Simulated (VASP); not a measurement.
# LiTi12 (a cell with a defect) in VASP: single point with PBEsol

Aim: the single point of LiTi12 (a cell with a defect) with PBEsol.

All numbers are computed with VASP 6.6.1; they aren't measurements. Logs are shortened: lines on timing, memory, paths and dates and some standing lists are left out, and cuts for length are marked.

### 1 The cell of the first run

The cell holds a defect, 13 atoms: a = 5.900 Å, b = 8.850 Å, c = 4.685 Å, α = 90.00°, β = 90.00°, γ = 120.00°.

### 2 Single point, PBEsol

The input, INCAR:

```
SYSTEM = LiTi12
ALGO = Normal
EDIFF = 1E-7
ENCUT = 520
GGA = PS
ISIF = 2
ISMEAR = 0
LASPH = .True.
LCHARG = .False.
LREAL = .False.
LWAVE = .False.
NBANDS = 86
NELM = 60
PREC = Accurate
SIGMA = 0.05
```

The input, KPOINTS:

```
k-points
0
Gamma
  3 2 4
  0 0 0
```

The input, POSCAR:

```
LiTi12
1.0
    5.9000000000      0.0000000000      0.0000000000
   -4.4250000000      7.6643250000      0.0000000000
    0.0000000000      0.0000000000      4.6846000000
Ti Li
12 1
Direct
    0.0047457280      0.0162781458      0.0265134697
    0.1567229429      0.2168509295      0.5186154634
    0.0111069364      0.3393719603      0.0279567092
    0.1747598647      0.5657708931      0.5612464245
    0.0106246892      0.6555104331      0.0596503437
    0.2266883785      0.9219295894      0.4425980874
    0.4982378460     -0.0022252449     -0.0574014857
    0.6774870503      0.2296448807      0.4746759595
    0.4942873537      0.3224794095     -0.0160459804
    0.6278407257      0.5056719281      0.4737298809
    0.4779085689      0.6560525552      0.0599906075
    0.6451480655      0.9164435224      0.4454664219
    0.8306117508      0.7717541988      0.6567824361
```

Potentials or basis: VASP PAW PBE potentials, release 64 (Ti_sv, Li_sv).

Launch:

```
> cat potpaw_PBE.64/Ti_sv/POTCAR potpaw_PBE.64/Li_sv/POTCAR > POTCAR
> mpirun -np 1 vasp_std > vasp.out
```

OUTCAR:

```text
SYSTEM = LiTi12
   EDIFF = 1E-7
   ENCUT = 520
   GGA = PS
   ISIF = 2
   ISMEAR = 0
   LASPH = .True.
   LREAL = .False.
   NELM = 60
   PREC = Accurate

 ion  position               nearest neighbor table
   1  0.005  0.016  0.027-  13 2.55  12 2.69   6 2.70   2 2.77   9 2.81   2 2.83   3 2.84
   2  0.157  0.217  0.519-  10 2.68   1 2.77   9 2.78   1 2.83   3 2.85   6 2.86  12 2.88   8 2.89

   3  0.011  0.339  0.028-   8 2.70  11 2.78   4 2.79   5 2.80   1 2.84   2 2.85
   4  0.175  0.566  0.561-   5 2.79   3 2.79   5 2.80  11 2.80  11 2.81
   5  0.011  0.656  0.060-  13 2.62   6 2.72  11 2.75  10 2.76   4 2.79   3 2.80   4 2.80
   6  0.227  0.922  0.443-  13 2.26  12 2.49   8 2.70   1 2.70   5 2.72   7 2.73   7 2.73   2 2.86

   7  0.498  0.998  0.943-  12 2.70   6 2.73   6 2.73  12 2.73   8 2.82   9 2.89
   8  0.677  0.230  0.475-  10 2.60  12 2.69   6 2.70   3 2.70   7 2.82   9 2.83   2 2.89   9 2.90

   9  0.494  0.322  0.984-  10 2.69  10 2.77   2 2.78   1 2.81   8 2.83   7 2.89   8 2.90
  10  0.628  0.506  0.474-  13 2.21   8 2.60   2 2.68   9 2.69  11 2.74   5 2.76   9 2.77
  11  0.478  0.656  0.060-  13 2.61  12 2.70  10 2.74   5 2.75   3 2.78   4 2.80   4 2.81
  12  0.645  0.916  0.445-  13 2.28   6 2.49   8 2.69   1 2.69  11 2.70   7 2.70   7 2.73   2 2.88

  13  0.831  0.772  0.657-  10 2.21   6 2.26  12 2.28   1 2.55  11 2.61   5 2.62

  LATTYP: Found a simple monoclinic cell.
 ALAT       =     5.9000000000
 B/A-ratio  =     0.7940000000
 C/A-ratio  =     1.3228756849
 COS(beta)  =    -0.1889822323

  Lattice vectors:

 A1 = (   5.9000000000,   0.0000000000,   0.0000000000)
 A2 = (   0.0000000000,   0.0000000000,   4.6846000000)
 A3 = (  -1.4750000000,  -7.6643250000,   0.0000000000)

Analysis of symmetry for initial positions (statically):
=====================================================================
 Subroutine PRICEL returns:
 Original cell was already a primitive cell.

 Routine SETGRP: Setting up the symmetry group for a
 simple monoclinic supercell.

 Subroutine GETGRP returns: Found  1 space group operations
 (whereof  1 operations were pure point group operations)
 out of a pool of  4 trial point group operations.

The static configuration has the point symmetry C_1 .

Analysis of symmetry for dynamics (positions and initial velocities):
=====================================================================
 Subroutine PRICEL returns:
[... 151 lines left out ...]
   NUPDOWN=      -1.0000    fix difference up-down
   EMIN   =  10.00;   EMAX   =-10.00  energy-range for DOS
   EFERMI =   0.00;   METHOD = LEGACY
   ISMEAR =     0;   SIGMA  =   0.05  broadening in eV -4-tet -1-fermi 0-gaus
   EFERMI_NEDOS =   21; number of points for ismear=-14 and -15
   IALGO  =     38    algorithm
   IMIX   =      4    mixing-type and parameters
     AMIX     =   0.40;   BMIX     =  1.00
     AMIX_MAG =   1.60;   BMIX_MAG =  1.00
  volume/ion in A,a.u.               =      16.30       109.96
  Fermi-wavevector in a.u.,A,eV,Ry     =   1.449376  2.738924 28.581642  2.100691
  Thomas-Fermi vector in A             =   2.567110
   LORBIT       =      0    0 simple, 1 ext, 2 COOP (PROOUT), +10 PAW based schemes
   GGA     = PS    functional components
   LHFCALC =     F    Hartree Fock is set to
   AEXX    =    0.0000 exact exchange contribution
   IVDW    =     0    specifies the selected vdW correction
   LEPSILON=     F    determine dielectric tensor
   LRPA    =     F    only Hartree local field effects (RPA)
 non-spin polarized calculation
 Gauss-broadening in eV      SIGMA  =   0.05
  energy-cutoff  :      520.00
  volume of cell :      211.84
 maximum number of plane-waves:      5706
 NGX is ok and might be reduce to    48
   NGX = 21   NGY = 33   NGZ = 17

 number of electron     146.9999997 magnetization

 Free energy of the ion-electron system (eV)
  ---------------------------------------------------
  ext. energy  EPLUGINS =         0.00000000
  ---------------------------------------------------
  free energy    TOTEN  =       -99.64187894 eV

  energy without entropy =      -99.62503261  energy(sigma->0) =      -99.63345577

 E-fermi :   8.1486     XC(G=0): -11.6434

 val. band max:        8.1409031652   @ k =   0.0000   0.5000   0.5000
 cond. band min:       8.1689479718   @ k =   0.0000   0.0000   0.2500
 fundamental gap:      0.0280448065
 Fermi energy:         8.1485730865

 k-point     1 :       0.0000    0.0000    0.0000
  band No.  band energies     occupation
      1     -48.3660      2.00000
      2     -48.2989      2.00000
      3     -48.2413      2.00000
      4     -48.2344      2.00000
      5     -48.2106      2.00000
      6     -48.2100      2.00000
[... 1221 lines left out ...]
     84       9.0088      0.00000
     85       9.1008      0.00000
 [bands above 85 left out]

------------------------ aborting loop because EDIFF is reached ----------------------------------------

  FORCE on cell =-STRESS in cart. coord.  units (eV):
  Direction    XX          YY          ZZ          XY          YZ          ZX
  --------------------------------------------------------------------------------------
  -------------------------------------------------------------------------------------
  Total       -0.5954630      1.4427647      3.5493456      0.1923233     -0.3363227      0.0270257
  in kB       -4.5036741     10.9120827     26.8448159      1.4546017     -2.5437144      0.2044036
  external PRESSURE =      11.0844082 kB  Pullay stress =       0.0000000 kB

 VOLUME and BASIS-vectors are now :
 -----------------------------------------------------------------------------
  energy-cutoff  :      520.00
  volume of cell :      211.84
      direct lattice vectors                 reciprocal lattice vectors
     5.900000000  0.000000000  0.000000000     0.169491525  0.097855976  0.000000000
    -4.425000000  7.664325000  0.000000000     0.000000000  0.130474634  0.000000000
     0.000000000  0.000000000  4.684600000     0.000000000  0.000000000  0.213465397

 POSITION                                       TOTAL-FORCE (eV/Angst)
 -----------------------------------------------------------------------------------
     -0.04403      0.12476      0.12421         0.004566      0.045378      0.014739
     -0.03490      1.66202      2.42951        -0.004726      0.013205     -0.005627
     -1.43619      2.60106      0.13097         0.002462     -0.000524      0.008308
     -1.47245      4.33625      2.62922        -0.008169      0.006565      0.030006
     -2.83795      5.02405      0.27944         0.019416     -0.014062      0.033863
     -2.74208      7.06597      2.07340         0.014301     -0.008632     -0.031859
     -1.47555      7.64727      4.41570        -0.006774     -0.023442     -0.040719
      2.98099      1.76007      2.22367        -0.016588     -0.018211     -0.042683
      1.48932      2.47159      4.60943         0.013548      0.021924     -0.036433
      1.46666      3.87563      2.21924         0.008665     -0.000545     -0.049583
     -0.08337      5.02820      0.28103        -0.023428     -0.026111      0.034891
     -0.24889      7.02392      2.08683        -0.003911      0.003026     -0.035632
      1.48560      5.91497      3.07676         0.000639      0.001430      0.120729
 -----------------------------------------------------------------------------------
    total drift:                                0.000277      0.000090      0.000173

  FREE ENERGIE OF THE ION-ELECTRON SYSTEM (eV)
  ---------------------------------------------------
  free  energy   TOTEN  =       -99.6418789352 eV

  energy  without entropy=      -99.6250326084  energy(sigma->0) =      -99.63345577
```

It took 12 min on 1 thread of AMD EPYC 7R43 (Zen 3), shared host; peak memory 0.38 GiB.

What came out:

```yaml
Free_energy: -99.6419 eV
Largest_force: 0.121 eV/Å
Band_gap_on_the_k_mesh: zero (an odd number of electrons rules out a gap without spin polarisation)
```

Forces on the atoms (eV/Å):
```
Ti   0.005  0.045  0.015
Ti  -0.005  0.013 -0.006
Ti   0.002 -0.001  0.008
Ti  -0.008  0.007  0.030
Ti   0.019 -0.014  0.034
Ti   0.014 -0.009 -0.032
Ti  -0.007 -0.023 -0.041
Ti  -0.017 -0.018 -0.043
Ti   0.014  0.022 -0.036
Ti   0.009 -0.001 -0.050
Ti  -0.023 -0.026  0.035
Ti  -0.004  0.003 -0.036
Li   0.001  0.001  0.121
```

Caveat: the k points lie up to 0.41 Å⁻¹ apart, too coarse for converged energies and pressures of a metal; the cutoff is under 1.25 times the usual one of these potentials, so pressure, stress and relaxed cells hold a basis-set (Pulay) error; the PAW data sets were made with another functional, which shifts forces and pressure a little.

The gap in the log of VASP goes by the Fermi energy; the results here count the filled bands.